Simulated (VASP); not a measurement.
# NaB2 (Fd-3m) in VASP: further runs

The runs below take NaB2 through single point, relaxation of cell and atoms, with PBE.

All numbers are computed with VASP 6.6.1; they aren't measurements. Logs are shortened: lines on timing, memory, paths and dates and some standing lists are left out, and cuts for length are marked.

## (1) The cell of the first run

It takes space group Fd-3m (No. 227, cubic). The conventional cell has a = 6.046 Å, b = 6.046 Å, c = 6.046 Å, α = 90.00°, β = 90.00°, γ = 90.00°. Within 3.3 Å of Na (site symmetry -43m) lie 12 B at 2.51 Å and 4 Na at 2.62 Å. B (site symmetry -3m) has 6 B at 2.14 Å and 6 Na at 2.51 Å within 2.8 Å.

The cell was built from a structure type or drawn by symmetry, and may not be a known phase.

## (2) Single point, PBE

INCAR

```
SYSTEM = NaB2
  PREC = Accurate
  ENCUT = 520
  EDIFF = 1E-7
  ISMEAR = 0
  SIGMA = 0.1
  LREAL = .False.
  LASPH = .True.
  NELM = 100
  ALGO = Normal
  ISIF = 2
  LWAVE = .False.
  LCHARG = .False.
  GGA = PE
  NBANDS = 22
```

KPOINTS

```
Automatic mesh
0
Gamma
  4 4 4
  0 0 0
```

POSCAR

```
NaB2
1.0
    0.0000000000      3.0230578077      3.0230578077
    3.0230578077      0.0000000000      3.0230578077
    3.0230578077      3.0230578077      0.0000000000
Na B
2 4
Direct
    0.5000000000      0.5000000000      0.5000000000
    0.7500000000      0.7500000000      0.7500000000
    0.1250000000      0.1250000000      0.1250000000
    0.6250000000      0.1250000000      0.1250000000
    0.1250000000      0.6250000000      0.1250000000
    0.1250000000      0.1250000000      0.6250000000
```

Potentials or basis: VASP PAW PBE potentials, release 64 (Na_pv, B).

Started as:

```console
cat potpaw_PBE.64/Na_pv/POTCAR potpaw_PBE.64/B/POTCAR > POTCAR
mpirun -np 1 vasp_std > vasp.out
```

OUTCAR:

```text
SYSTEM = NaB2
   PREC = Accurate
   ENCUT = 520
   EDIFF = 1E-7
   ISMEAR = 0
   LREAL = .False.
   LASPH = .True.
   NELM = 100
   ISIF = 2
   GGA = PE

 ion  position               nearest neighbor table
   1  0.500  0.500  0.500-   2 2.62   2 2.62   2 2.62   2 2.62
   2  0.750  0.750  0.750-   1 2.62   1 2.62   1 2.62   1 2.62
   3  0.125  0.125  0.125-   4 2.14   5 2.14   6 2.14   6 2.14   5 2.14   4 2.14
   4  0.625  0.125  0.125-   3 2.14   6 2.14   5 2.14   3 2.14   5 2.14   6 2.14
   5  0.125  0.625  0.125-   3 2.14   6 2.14   3 2.14   4 2.14   6 2.14   4 2.14
   6  0.125  0.125  0.625-   3 2.14   3 2.14   4 2.14   5 2.14   5 2.14   4 2.14

  LATTYP: Found a face centered cubic cell.
 ALAT       =     6.0461156154

  Lattice vectors:

 A1 = (   0.0000000000,   3.0230578077,   3.0230578077)
 A2 = (   3.0230578077,   0.0000000000,   3.0230578077)
 A3 = (   3.0230578077,   3.0230578077,   0.0000000000)

Analysis of symmetry for initial positions (statically):
=====================================================================
 Subroutine PRICEL returns:
 Original cell was already a primitive cell.

 Routine SETGRP: Setting up the symmetry group for a
 face centered cubic supercell.

 Subroutine GETGRP returns: Found 48 space group operations
 (whereof 24 operations were pure point group operations)
 out of a pool of 48 trial point group operations.

The static configuration has the point symmetry T_d .
 The point group associated with its full space group is O_h .

Analysis of symmetry for dynamics (positions and initial velocities):
=====================================================================
 Subroutine PRICEL returns:
 Original cell was already a primitive cell.

 Routine SETGRP: Setting up the symmetry group for a
 face centered cubic supercell.

 Subroutine GETGRP returns: Found 48 space group operations
 (whereof 24 operations were pure point group operations)
 out of a pool of 48 trial point group operations.

The dynamic configuration has the point symmetry T_d .
 The point group associated with its full space group is O_h .

 Subroutine INISYM returns: Found 48 space group operations
 (whereof 24 operations are pure point group operations),
 and found     1 'primitive' translations

----------------------------------------------------------------------------------------

                                     Primitive cell

  volume of cell :      55.2547

  direct lattice vectors                    reciprocal lattice vectors
     0.000000000  3.023057808  3.023057808    -0.165395448  0.165395448  0.165395448
     3.023057808  0.000000000  3.023057808     0.165395448 -0.165395448  0.165395448
     3.023057808  3.023057808  0.000000000     0.165395448  0.165395448 -0.165395448

  length of vectors
     4.275249351  4.275249351  4.275249351     0.286473319  0.286473319  0.286473319

  position of ions in fractional coordinates (direct lattice)
     0.500000000  0.500000000  0.500000000
     0.750000000  0.750000000  0.750000000
     0.125000000  0.125000000  0.125000000
     0.625000000  0.125000000  0.125000000
     0.125000000  0.625000000  0.125000000
     0.125000000  0.125000000  0.625000000

  ion indices of the primitive-cell ions
   primitive index   ion index
                 1           1
                 2           2
                 3           3
                 4           4
                 5           5
                 6           6

----------------------------------------------------------------------------------------

 KPOINTS: Automatic mesh

Automatic generation of k-mesh.
 Grid dimensions read from file:
 generate k-points for:    4    4    4

 Generating k-lattice:

  Cartesian coordinates                     Fractional coordinates (reciprocal lattice)
    -0.041348862  0.041348862  0.041348862     0.250000000  0.000000000  0.000000000
     0.041348862 -0.041348862  0.041348862     0.000000000  0.250000000  0.000000000
     0.041348862  0.041348862 -0.041348862     0.000000000  0.000000000  0.250000000

  Length of vectors
     0.071618330  0.071618330  0.071618330

  Shift w.r.t. Gamma in fractional coordinates (k-lattice)
     0.000000000  0.000000000  0.000000000

 Subroutine IBZKPT returns following result:
 ===========================================

 Found      8 irreducible k-points:

 Following reciprocal coordinates:
            Coordinates               Weight
  0.000000  0.000000  0.000000      1.000000
  0.250000  0.000000  0.000000      8.000000
  0.500000  0.000000  0.000000      4.000000
  0.250000  0.250000  0.000000      6.000000
  0.500000  0.250000  0.000000     24.000000
 -0.250000  0.250000  0.000000     12.000000
  0.500000  0.500000  0.000000      3.000000
 -0.250000  0.500000  0.250000      6.000000
   k-points           NKPTS =      8   k-points in BZ     NKDIM =      8   number of bands    NBANDS=     22
   number of dos      NEDOS =    301   number of ions     NIONS =      6
   total plane-waves  NPLWV =  32768
   dimension x,y,z NGX =    32 NGY =   32 NGZ =   32
   dimension x,y,z NGXF=    64 NGYF=   64 NGZF=   64
   ions per type =               2   4
   NGX,Y,Z   is equivalent  to a cutoff of  12.44, 12.44, 12.44 a.u.
   NGXF,Y,Z  is equivalent  to a cutoff of  24.89, 24.89, 24.89 a.u.
 SYSTEM =  NaB2
   PREC   = accura    normal or accurate (medium, high low for compatibility)
   ISTART =      0    job   : 0-new  1-cont  2-samecut
   ICHARG =      2    charge: 1-file 2-atom 10-const
   ISPIN  =      1    spin polarized calculation?
   LNONCOLLINEAR =      F non collinear calculations
   LSORBIT =      F    spin-orbit coupling
   LASPH  =      T    aspherical Exc in radial PAW
   ENCUT  =  520.0 eV  38.22 Ry    6.18 a.u.   7.95  7.95  7.95*2*pi/ulx,y,z
   NELM   =    100;   NELMIN=  2; NELMDL= -5     # of ELM steps
   EDIFF  = 0.1E-06   stopping-criterion for ELM
   LREAL  =      F    real-space projection
   EDIFFG = 0.1E-05   stopping-criterion for IOM
   NSW    =      0    number of steps for IOM
   IBRION =     -1    ionic relax: 0-MD 1-quasi-New 2-CG
   NFREE  =      0    steps in history (QN), initial steepest desc. (CG)
   ISIF   =      2    stress and relaxation
   ISYM   =      2    0-nonsym 1-usesym 2-fastsym
   POTIM  = 0.5000    time-step for ionic-motion
   TEBEG  =    0.0;   TEEND  =   0.0 temperature during run
   PSTRESS=    0.0 pullay stress
   NELECT =      26.0000    total number of electrons
   NUPDOWN=      -1.0000    fix difference up-down
   EMIN   =  10.00;   EMAX   =-10.00  energy-range for DOS
   EFERMI =   0.00;   METHOD = LEGACY
   ISMEAR =     0;   SIGMA  =   0.10  broadening in eV -4-tet -1-fermi 0-gaus
   EFERMI_NEDOS =   21; number of points for ismear=-14 and -15
   IALGO  =     38    algorithm
   IMIX   =      4    mixing-type and parameters
     AMIX     =   0.40;   BMIX     =  1.00
     AMIX_MAG =   1.60;   BMIX_MAG =  1.00
  volume/ion in A,a.u.               =       9.21        62.15
  Fermi-wavevector in a.u.,A,eV,Ry     =   1.273335  2.406255 22.060257  1.621383
  Thomas-Fermi vector in A             =   2.406164
   LORBIT       =      0    0 simple, 1 ext, 2 COOP (PROOUT), +10 PAW based schemes
   GGA     = PE    functional components
   LHFCALC =     F    Hartree Fock is set to
   AEXX    =    0.0000 exact exchange contribution
   IVDW    =     0    specifies the selected vdW correction
   LEPSILON=     F    determine dielectric tensor
   LRPA    =     F    only Hartree local field effects (RPA)
 non-spin polarized calculation
 Gauss-broadening in eV      SIGMA  =   0.10
  energy-cutoff  :      520.00
  volume of cell :       55.25
 maximum number of plane-waves:      1524
   NGX = 15   NGY = 15   NGZ = 15

 number of electron      25.9999988 magnetization

 Free energy of the ion-electron system (eV)
  ---------------------------------------------------
  ext. energy  EPLUGINS =         0.00000000
  ---------------------------------------------------
  free energy    TOTEN  =       -22.42490834 eV

  energy without entropy =      -22.42371060  energy(sigma->0) =      -22.42430947

 E-fermi :   5.4305     XC(G=0): -11.1891

 val. band max:        5.2623769667   @ k =  -0.2500   0.5000   0.2500
 cond. band min:       5.5796997834   @ k =   0.2500   0.2500   0.0000
 fundamental gap:      0.3173228167
 Fermi energy:         5.4304988048

 k-point     1 :       0.0000    0.0000    0.0000
  band No.  band energies     occupation
      1     -18.0819      2.00000
      2     -18.0819      2.00000
      3     -18.0819      2.00000
      4     -17.8654      2.00000
      5     -17.8654      2.00000
      6     -17.8654      2.00000
[... 14 lines left out ...]
     21      14.8771      0.00000
     22      14.8771      0.00000

 k-point     2 :       0.2500    0.0000    0.0000
  band No.  band energies     occupation
      1     -18.1152      2.00000
      2     -18.1080      2.00000
      3     -18.1080      2.00000
      4     -17.8590      2.00000
      5     -17.8421      2.00000
      6     -17.8421      2.00000
[... 14 lines left out ...]
     21      14.9745      0.00000
     22      15.3372      0.00000

 k-point     3 :       0.5000    0.0000    0.0000
  band No.  band energies     occupation
      1     -18.1508      2.00000
      2     -18.1302      2.00000
      3     -18.1302      2.00000
      4     -17.8495      2.00000
      5     -17.8229      2.00000
      6     -17.8228      2.00000
[... 14 lines left out ...]
     21      15.0759      0.00000
     22      16.7258      0.00000

 k-point     4 :       0.2500    0.2500    0.0000
  band No.  band energies     occupation
      1     -18.1381      2.00000
      2     -18.1381      2.00000
      3     -18.0602      2.00000
      4     -17.9143      2.00000
      5     -17.8170      2.00000
      6     -17.8170      2.00000
[... 14 lines left out ...]
     21      14.8216      0.00000
     22      14.8217      0.00000

 k-point     5 :       0.5000    0.2500    0.0000
  band No.  band energies     occupation
      1     -18.1873      2.00000
      2     -18.1572      2.00000
      3     -18.0529      2.00000
      4     -17.9272      2.00000
      5     -17.8008      2.00000
      6     -17.7902      2.00000
[... 14 lines left out ...]
     21      14.4129      0.00000
     22      14.7129      0.00000

 k-point     6 :      -0.2500    0.2500    0.0000
  band No.  band energies     occupation
      1     -18.1832      2.00000
      2     -18.1304      2.00000
      3     -18.0774      2.00000
      4     -17.8970      2.00000
      5     -17.8227      2.00000
      6     -17.7951      2.00000
[... 14 lines left out ...]
     21      13.8703      0.00000
     22      15.0170      0.00000

 k-point     7 :       0.5000    0.5000    0.0000
  band No.  band energies     occupation
      1     -18.1812      2.00000
      2     -18.1812      2.00000
      3     -17.9996      2.00000
      4     -17.9996      2.00000
      5     -17.7818      2.00000
      6     -17.7818      2.00000
[... 14 lines left out ...]
     21      16.6052      0.00000
     22      16.6052      0.00000

 k-point     8 :      -0.2500    0.5000    0.2500
  band No.  band energies     occupation
      1     -18.1883      2.00000
      2     -18.1883      2.00000
      3     -17.9889      2.00000
      4     -17.9889      2.00000
      5     -17.7855      2.00000
      6     -17.7855      2.00000
[... 14 lines left out ...]
     21      14.5377      0.00000
     22      14.5377      0.00000

------------------------ aborting loop because EDIFF is reached ----------------------------------------

  FORCE on cell =-STRESS in cart. coord.  units (eV):
  Direction    XX          YY          ZZ          XY          YZ          ZX
  --------------------------------------------------------------------------------------
  -------------------------------------------------------------------------------------
  Total        0.1392784      0.1392784      0.1392784      0.0000000     -0.0000000     -0.0000000
  in kB        4.0385451      4.0385451      4.0385451      0.0000000     -0.0000000     -0.0000000
  external PRESSURE =       4.0385451 kB  Pullay stress =       0.0000000 kB

 VOLUME and BASIS-vectors are now :
 -----------------------------------------------------------------------------
  energy-cutoff  :      520.00
  volume of cell :       55.25
      direct lattice vectors                 reciprocal lattice vectors
     0.000000000  3.023057808  3.023057808    -0.165395448  0.165395448  0.165395448
     3.023057808  0.000000000  3.023057808     0.165395448 -0.165395448  0.165395448
     3.023057808  3.023057808  0.000000000     0.165395448  0.165395448 -0.165395448

 POSITION                                       TOTAL-FORCE (eV/Angst)
 -----------------------------------------------------------------------------------
      3.02306      3.02306      3.02306        -0.000000     -0.000000     -0.000000
      4.53459      4.53459      4.53459         0.000000      0.000000      0.000000
      0.75576      0.75576      0.75576        -0.000000     -0.000000     -0.000000
      0.75576      2.26729      2.26729        -0.000000     -0.000000     -0.000000
      2.26729      0.75576      2.26729        -0.000000     -0.000000     -0.000000
      2.26729      2.26729      0.75576        -0.000000     -0.000000     -0.000000
 -----------------------------------------------------------------------------------
    total drift:                               -0.000000     -0.000000      0.000000

  FREE ENERGIE OF THE ION-ELECTRON SYSTEM (eV)
  ---------------------------------------------------
  free  energy   TOTEN  =       -22.4249083384 eV

  energy  without entropy=      -22.4237105977  energy(sigma->0) =      -22.42430947
```

Wall time 18 s (1 thread of Intel Xeon 8259CL, shared host); peak memory 0.17 GiB.

What came out:

| Item | Value |
| --- | --- |
| Free energy | -22.4249 eV |
| Pressure | 0.4 GPa |
| Band gap on the k mesh | zero (bands 13 and 14 overlap by 4.38 eV) |

Levels at points of the mesh, in eV from the Fermi level:
```csv
k point,band 10,band 11,band 12,band 13,band 14,band 15,band 16,band 17
"(0.00, 0.00, 0.00)",-3.15,-3.15,-1.61,-1.61,-1.61,-0.75,-0.75,5.39
"(0.50, 0.00, 0.00)",-3.72,-3.72,-2.28,-2.28,2.64,2.64,3.74,4.71
"(0.50, 0.50, 0.00)",-5.13,-3.87,-3.87,2.77,2.77,2.89,2.89,4.51
```

Caveat: the k points lie up to 0.45 Å⁻¹ apart, too coarse for converged energies and pressures of a metal.

## (3) Single point, PBE

This run uses another cell than the first one, of 12.66 Å³/atom.

INCAR

```
PREC = Accurate
ENCUT = 520
EDIFF = 1E-6
ISMEAR = 0
SIGMA = 0.1
LREAL = F
LASPH = T
NELM = 60
ALGO = Normal
ISIF = 2
LWAVE = F
LCHARG = F
GGA = PE
NBANDS = 22
```

KPOINTS

```
Automatic mesh
0
Gamma
  4 4 4
```

POSCAR: that of step 2 with these lines changed.

```diff
@@ -2,5 +2,5 @@
 1.0
-    0.0000000000      3.0230578077      3.0230578077
-    3.0230578077      0.0000000000      3.0230578077
-    3.0230578077      3.0230578077      0.0000000000
+    0.0000000000      3.3611235400      3.3611235400
+    3.3611235400      0.0000000000      3.3611235400
+    3.3611235400      3.3611235400      0.0000000000
 Na B
```

Potentials or basis: VASP PAW PBE potentials, release 64 (Na_pv, B).

Started as:

```console
cat potpaw_PBE.64/Na_pv/POTCAR potpaw_PBE.64/B/POTCAR > POTCAR
mpirun -np 1 vasp_std > vasp.out
```

It took 24 s on 1 thread of Intel Xeon 8259CL, shared host; peak memory 0.2 GiB.

It converged, with:

- Free energy: -20.8374 eV
- Pressure: -18.7 GPa
- Band gap on the k mesh: zero (bands 13 and 14 overlap by 4.64 eV)

Levels at points of the mesh, in eV from the Fermi level:
```
           k point  band 9  band 10  band 11  band 12  band 13  band 14  band 15  band 16  band 17  band 18
(0.00, 0.00, 0.00)   -2.36    -2.36    -2.36    -2.26    -2.26    -2.26    -0.32    -0.32     4.11     6.85
(0.50, 0.00, 0.00)   -3.71    -3.52    -3.52    -1.63    -1.63     2.27     2.27     3.12     3.13     3.13
(0.50, 0.50, 0.00)   -4.55    -4.55    -2.86    -2.86     2.38     2.38     2.47     2.47     3.42     3.42
```

Caveat: the k points lie up to 0.40 Å⁻¹ apart, too coarse for converged energies and pressures of a metal.

(Part 1 of 2 ends here.)
